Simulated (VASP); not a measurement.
# AlPt (P4/mmm) in VASP: relaxation of cell and atoms with PBEsol

Aim: the relaxation of cell and atoms of AlPt with PBEsol.

Program: VASP 6.6.1. These are calculated values, not measurements. Logs are shortened: lines on timing, memory, paths and dates and some standing lists are left out, and cuts for length are marked.

## Step 1: The cell of the first run

It takes space group P4/mmm (No. 123, tetragonal). The conventional cell has a = 3.053 Å, b = 3.053 Å, c = 3.078 Å, α = 90.00°, β = 90.00°, γ = 90.00°. Al (site symmetry 4/mmm) has 8 Pt at 2.65 Å and 6 Al at 3.05 to 3.08 Å within 3.5 Å. Within 3.5 Å of Pt (site symmetry 4/mmm) lie 8 Al at 2.65 Å and 6 Pt at 3.05 to 3.08 Å.

## Step 2: Relaxation of cell and atoms, PBEsol

Contents of INCAR:

```
  PREC = Accurate
  ENCUT = 600
  EDIFF = 1E-6
  ISMEAR = 0
  SIGMA = 0.1
  LREAL = F
  LASPH = T
  NELM = 100
  ALGO = Fast
  ISIF = 3
  LWAVE = F
  LCHARG = F
  GGA = PS
  IBRION = 2
  NSW = 80
  EDIFFG = -0.01
```

Contents of KPOINTS:

```
regular mesh
0
Gamma
  14 14 14
```

Contents of POSCAR:

```
AlPt
1.0
    2.1585869466     -2.1585910753      0.0000000000
    2.1585869466      2.1585910753      0.0000000000
    0.0000000000      0.0000000000      3.0783815856
Al Pt
1 1
Direct
    0.0000000000      0.0000000000      0.0000000000
    0.5000000000      0.5000000000      0.5000000000
```

Potentials or basis: VASP PAW PBE potentials, release 64 (Al, Pt).

Run with:

```bash
> cat potpaw_PBE.64/Al/POTCAR potpaw_PBE.64/Pt/POTCAR > POTCAR
> mpirun -np 1 vasp_std > vasp.out
```

OUTCAR:

```text
PREC = Accurate
   ENCUT = 600
   EDIFF = 1E-6
   ISMEAR = 0
   LREAL = F
   LASPH = T
   NELM = 100
   ISIF = 3
   GGA = PS
   IBRION = 2
   NSW = 80
   EDIFFG = -0.01

 ion  position               nearest neighbor table
   1  0.000  0.000  0.000-   2 2.65   2 2.65   2 2.65   2 2.65   2 2.65   2 2.65   2 2.65   2 2.65

   2  0.500  0.500  0.500-   1 2.65   1 2.65   1 2.65   1 2.65   1 2.65   1 2.65   1 2.65   1 2.65

  LATTYP: Found a simple tetragonal cell.
 ALAT       =     3.0527058549
 C/A-ratio  =     1.0084108106

  Lattice vectors:

 A1 = (   2.1585869466,  -2.1585910753,   0.0000000000)
 A2 = (   2.1585869466,   2.1585910753,   0.0000000000)
 A3 = (   0.0000000000,   0.0000000000,   3.0783815856)

Analysis of symmetry for initial positions (statically):
=====================================================================
 Subroutine PRICEL returns:
 Original cell was already a primitive cell.

 Routine SETGRP: Setting up the symmetry group for a
 simple tetragonal supercell.

 Subroutine GETGRP returns: Found 16 space group operations
 (whereof 16 operations were pure point group operations)
 out of a pool of 16 trial point group operations.

The static configuration has the point symmetry D_4h.

Analysis of symmetry for dynamics (positions and initial velocities):
=====================================================================
 Subroutine PRICEL returns:
 Original cell was already a primitive cell.

 Routine SETGRP: Setting up the symmetry group for a
 simple tetragonal supercell.

 Subroutine GETGRP returns: Found 16 space group operations
 (whereof 16 operations were pure point group operations)
 out of a pool of 16 trial point group operations.

The dynamic configuration has the point symmetry D_4h.

 Subroutine INISYM returns: Found 16 space group operations
 (whereof 16 operations are pure point group operations),
 and found     1 'primitive' translations

----------------------------------------------------------------------------------------

                                     Primitive cell

  volume of cell :      28.6875

  direct lattice vectors                    reciprocal lattice vectors
     2.158586947 -2.158591075  0.000000000     0.231633014 -0.231632571  0.000000000
     2.158586947  2.158591075  0.000000000     0.231633014  0.231632571  0.000000000
     0.000000000  0.000000000  3.078381586     0.000000000  0.000000000  0.324846018

  length of vectors
     3.052705855  3.052705855  3.078381586     0.327578236  0.327578236  0.324846018

  position of ions in fractional coordinates (direct lattice)
     0.000000000  0.000000000  0.000000000
     0.500000000  0.500000000  0.500000000

  ion indices of the primitive-cell ions
   primitive index   ion index
                 1           1
                 2           2

----------------------------------------------------------------------------------------

 KPOINTS: regular mesh

Automatic generation of k-mesh.
 Grid dimensions read from file:
 generate k-points for:   14   14   14

 Generating k-lattice:

  Cartesian coordinates                     Fractional coordinates (reciprocal lattice)
     0.016545215 -0.016545184  0.000000000     0.071428571  0.000000000  0.000000000
     0.016545215  0.016545184  0.000000000     0.000000000  0.071428571  0.000000000
     0.000000000  0.000000000  0.023203287     0.000000000  0.000000000  0.071428571

  Length of vectors
     0.023398445  0.023398445  0.023203287

  Shift w.r.t. Gamma in fractional coordinates (k-lattice)
     0.000000000  0.000000000  0.000000000

 Subroutine IBZKPT returns following result:
 ===========================================

 Found    288 irreducible k-points:

 Following reciprocal coordinates:
            Coordinates               Weight
  0.000000  0.000000  0.000000      1.000000
  0.071429 -0.000000  0.000000      4.000000
  0.142857 -0.000000  0.000000      4.000000
  0.214286 -0.000000  0.000000      4.000000
  0.285714  0.000000  0.000000      4.000000
  0.357143 -0.000000  0.000000      4.000000
[... 16 lines left out ...]
  0.285714  0.214286  0.000000      8.000000
  0.357143  0.214286  0.000000      8.000000
 [... further k-points ...]
   k-points           NKPTS =    288   k-points in BZ     NKDIM =    288   number of bands    NBANDS=     10
   number of dos      NEDOS =    301   number of ions     NIONS =      2
   total plane-waves  NPLWV =  16128
   dimension x,y,z NGX =    24 NGY =   24 NGZ =   28
   dimension x,y,z NGXF=    48 NGYF=   48 NGZF=   56
   ions per type =               1   1
   NGX,Y,Z   is equivalent  to a cutoff of  13.07, 13.07, 15.12 a.u.
   NGXF,Y,Z  is equivalent  to a cutoff of  26.14, 26.14, 30.24 a.u.
 SYSTEM =  unknown system
   PREC   = accura    normal or accurate (medium, high low for compatibility)
   ISTART =      0    job   : 0-new  1-cont  2-samecut
   ICHARG =      2    charge: 1-file 2-atom 10-const
   ISPIN  =      1    spin polarized calculation?
   LNONCOLLINEAR =      F non collinear calculations
   LSORBIT =      F    spin-orbit coupling
   LASPH  =      T    aspherical Exc in radial PAW
   ENCUT  =  600.0 eV  44.10 Ry    6.64 a.u.   6.10  6.10  6.15*2*pi/ulx,y,z
   NELM   =    100;   NELMIN=  2; NELMDL= -5     # of ELM steps
   EDIFF  = 0.1E-05   stopping-criterion for ELM
   LREAL  =      F    real-space projection
   EDIFFG = -.1E-01   stopping-criterion for IOM
   NSW    =     80    number of steps for IOM
   IBRION =      2    ionic relax: 0-MD 1-quasi-New 2-CG
   NFREE  =      1    steps in history (QN), initial steepest desc. (CG)
   ISIF   =      3    stress and relaxation
   ISYM   =      2    0-nonsym 1-usesym 2-fastsym
   POTIM  = 0.5000    time-step for ionic-motion
   TEBEG  =    0.0;   TEEND  =   0.0 temperature during run
   PSTRESS=    0.0 pullay stress
   NELECT =      13.0000    total number of electrons
   NUPDOWN=      -1.0000    fix difference up-down
   EMIN   =  10.00;   EMAX   =-10.00  energy-range for DOS
   EFERMI =   0.00;   METHOD = LEGACY
   ISMEAR =     0;   SIGMA  =   0.10  broadening in eV -4-tet -1-fermi 0-gaus
   EFERMI_NEDOS =   21; number of points for ismear=-14 and -15
   IALGO  =     68    algorithm
   IMIX   =      4    mixing-type and parameters
     AMIX     =   0.40;   BMIX     =  1.00
     AMIX_MAG =   1.60;   BMIX_MAG =  1.00
  volume/ion in A,a.u.               =      14.34        96.80
  Fermi-wavevector in a.u.,A,eV,Ry     =   1.257453  2.376242 21.513376  1.581189
  Thomas-Fermi vector in A             =   2.391111
   LORBIT       =      0    0 simple, 1 ext, 2 COOP (PROOUT), +10 PAW based schemes
   GGA     = PS    functional components
   LHFCALC =     F    Hartree Fock is set to
   AEXX    =    0.0000 exact exchange contribution
   IVDW    =     0    specifies the selected vdW correction
   LEPSILON=     F    determine dielectric tensor
   LRPA    =     F    only Hartree local field effects (RPA)
 conjugate gradient relaxation of ions
 non-spin polarized calculation
 RMM-DIIS sequential band-by-band and
 Gauss-broadening in eV      SIGMA  =   0.10
  energy-cutoff  :      600.00
  volume of cell :       28.69
 maximum number of plane-waves:       976
   NGX = 13   NGY = 13   NGZ = 13

--------------------------------------- Ionic step        1  -------------------------------------------

 number of electron      13.0000000 magnetization

 Free energy of the ion-electron system (eV)
  ---------------------------------------------------
  ext. energy  EPLUGINS =         0.00000000
  ---------------------------------------------------
  free energy    TOTEN  =       -12.93386317 eV

  energy without entropy =      -12.92946150  energy(sigma->0) =      -12.93166234

------------------------ aborting loop because EDIFF is reached ----------------------------------------

  FORCE on cell =-STRESS in cart. coord.  units (eV):
  Direction    XX          YY          ZZ          XY          YZ          ZX
  --------------------------------------------------------------------------------------
  -------------------------------------------------------------------------------------
  Total       -0.0519543     -0.0519545     -0.0315344      0.0000000      0.0000000      0.0000000
  in kB       -2.9016130     -2.9016241     -1.7611777      0.0000000      0.0000000      0.0000000
  external PRESSURE =      -2.5214716 kB  Pullay stress =       0.0000000 kB
[... 57 lines left out ...]
  energy  without entropy=      -12.9294078421  energy(sigma->0) =      -12.93161226

--------------------------------------- Ionic step        3  -------------------------------------------

 number of electron      13.0000000 magnetization

 Free energy of the ion-electron system (eV)
  ---------------------------------------------------
  ext. energy  EPLUGINS =         0.00000000
  ---------------------------------------------------
  free energy    TOTEN  =       -12.93389107 eV

  energy without entropy =      -12.92948703  energy(sigma->0) =      -12.93168905

 E-fermi :  11.1144     XC(G=0): -12.3521

 val. band max:       11.1091067679   @ k =   0.2857   0.0000   0.0000
 cond. band min:      11.1253972406   @ k =   0.3571   0.3571   0.5000
 fundamental gap:      0.0162904727
 Fermi energy:        11.1144343648

 k-point     1 :       0.0000    0.0000    0.0000
  band No.  band energies     occupation
      1      -0.7358      2.00000
      2       5.2820      2.00000
      3       5.2961      2.00000
      4       8.3940      2.00000
      5       8.3940      2.00000
      6       8.4397      2.00000
      7      14.8477      0.00000
      8      15.1057      0.00000
      9      15.1057      0.00000
     10      20.2622      0.00000
[... 287 lines left out ...]
 k-point    24 :       0.3571    0.2143    0.0000
  band No.  band energies     occupation
      1       2.1746      2.00000
      2       4.9684      2.00000
      3       6.2376      2.00000
      4       7.0565      2.00000
      5       7.2228      2.00000
      6       7.9522      2.00000
      7      10.9753      1.95095
      8      14.6571      0.00000
      9      17.9168      0.00000
     10      19.2601      0.00000

 [... further k-points ...]

------------------------ aborting loop because EDIFF is reached ----------------------------------------

  FORCE on cell =-STRESS in cart. coord.  units (eV):
  Direction    XX          YY          ZZ          XY          YZ          ZX
  --------------------------------------------------------------------------------------
  -------------------------------------------------------------------------------------
  Total       -0.0033175     -0.0033175      0.0195523      0.0000000     -0.0000000      0.0000000
  in kB       -0.1855070     -0.1855077      1.0933147      0.0000000     -0.0000000      0.0000000
  external PRESSURE =       0.2407667 kB  Pullay stress =       0.0000000 kB
[... 17 lines left out ...]
  FREE ENERGIE OF THE ION-ELECTRON SYSTEM (eV)
  ---------------------------------------------------
  free  energy   TOTEN  =       -12.9338910723 eV

  energy  without entropy=      -12.9294870294  energy(sigma->0) =      -12.93168905

 reached required accuracy - stopping structural energy minimisation
```

Run time: 2.1 min. Hardware: 1 thread of Intel Xeon 8259CL, shared host; peak memory 0.26 GiB.

What came out:

- Free energy: -12.9339 eV
- Relaxed volume: 14.33 Å³/atom
- Relaxed cell: a = 3.051 Å, b = 3.051 Å, c = 3.078 Å, α = 90.00°, β = 90.00°, γ = 90.00°
- Space group after relaxing (to 0.1 Å): Pm-3m (No. 221)
- Energy gained by relaxing: 0.0 meV/atom
- Ionic steps: 3
- Pressure after relaxing: 0.0 GPa
- Band gap on the k mesh: zero (an odd number of electrons rules out a gap without spin polarisation)

Final structure:
```
CELL_PARAMETERS angstrom
2.15758 -2.15758 0.00000
2.15758 2.15758 0.00000
0.00000 0.00000 3.07751
ATOMIC_POSITIONS crystal
Al 0.00000 0.00000 0.00000
Pt 0.50000 0.50000 0.50000
```

Levels at points of the mesh, in eV from the Fermi level:
```tsv
k point	band 5	band 6	band 7	band 8	band 9	band 10
(0.00, 0.00, 0.00)	-2.72	-2.67	3.73	3.99	3.99	9.15
(0.50, 0.00, 0.00)	-4.17	-2.51	-0.86	6.06	8.49	8.73
(0.50, 0.50, 0.00)	-3.20	-3.20	-1.39	1.10	3.65	8.48
(0.00, 0.00, 0.50)	-4.16	-2.48	-1.00	6.07	8.70	8.70
(0.50, 0.00, 0.50)	-3.27	-3.23	-1.44	0.98	3.59	8.66
(0.50, 0.50, 0.50)	-1.31	0.74	1.72	1.74	1.74	4.97
```

Caveat: the PAW data sets were made with another functional, which shifts forces and pressure a little; spin-orbit coupling is left out, which moves the levels of the heavy elements.
